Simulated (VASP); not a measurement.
Set up this calculation in VASP 6.6.1, as the native input.

```yaml
Task: relaxation of cell and atoms
Functional: r2SCAN
Potentials_or_basis: VASP PAW PBE potentials, release 64 (Li_sv)
Cutoff: 600 eV
k_mesh: 7 × 7 × 7
Occupations: methfessel-paxton, width 0.05 eV
Spin: no spin polarisation
Dipole_correction: no
Further_INCAR_settings: ALGO = Normal; EDIFF = 1e-07; IBRION = 2; EDIFFG = -0.03; NSW = 60; ISIF = 3
```

Li:

```
CELL_PARAMETERS angstrom
-1.75465 1.75465 1.75465
1.75465 -1.75465 1.75465
1.75465 1.75465 -1.75465
ATOMIC_POSITIONS crystal
Li 0.00000 0.00000 0.00000
```

The input as run:

POSCAR

```
Li
1.0
   -1.7546500000      1.7546500000      1.7546500000
    1.7546500000     -1.7546500000      1.7546500000
    1.7546500000      1.7546500000     -1.7546500000
Li
1
Direct
    0.0000000000      0.0000000000      0.0000000000
```

INCAR.step1

```
SYSTEM = Li
PREC = Accurate ; ENCUT = 600
ISMEAR = 1 ; SIGMA = 0.05
LREAL = .False. ; LASPH = .True.
NELM = 100 ; GGA = PE
ALGO = Normal ; EDIFF = 1E-4
LWAVE = .True. ; LCHARG = .False.
```

INCAR.step2

```
SYSTEM = Li
PREC = Accurate ; ENCUT = 600
EDIFF = 1E-7 ; ISMEAR = 1
SIGMA = 0.05 ; LREAL = .False.
LASPH = .True. ; NELM = 100
ALGO = Normal ; ISIF = 3
LWAVE = .False. ; LCHARG = .False.
METAGGA = R2SCAN ; LMIXTAU = .True.
IBRION = 2 ; NSW = 60
EDIFFG = -0.03 ; ISTART = 1
```

KPOINTS

```
regular mesh
0
Gamma
  7 7 7
  0 0 0
```

Potentials or basis: VASP PAW PBE potentials, release 64 (Li_sv).

Run with:

```sh
$ cat potpaw_PBE.64/Li_sv/POTCAR > POTCAR
$ cp INCAR.step1 INCAR
$ mpirun -np 1 vasp_std > vasp.out
$ cp INCAR.step2 INCAR
$ mpirun -np 1 vasp_std > vasp.out
```

Results of the run:

```
Relaxed volume                        : 20.91 Å³/atom
Relaxed cell                          : a = 3.006 Å, b = 3.006 Å, c = 3.006 Å, α = 109.47°, β = 109.47°, γ = 109.47°
Space group after relaxing (to 0.1 Å) : Im-3m (No. 229)
Energy gained by relaxing             : 0.8 meV/atom
Ionic steps                           : 3
Pressure after relaxing               : -0.1 GPa
Band gap on the k mesh                : zero (an odd number of electrons rules out a gap without spin polarisation)
```

Caveat: the k points lie up to 0.37 Å⁻¹ apart in the final cell, too coarse for converged energies and pressures of a metal; the cutoff is under 1.25 times the usual one of these potentials, so pressure, stress and relaxed cells hold a basis-set (Pulay) error; the PAW data sets were made with another functional, which shifts forces and pressure a little.

It took 28 s on 1 thread of Intel(R) Xeon(R) Platinum 8488C (Sapphire Rapids), on a shared host, peak memory 0.13 GiB.
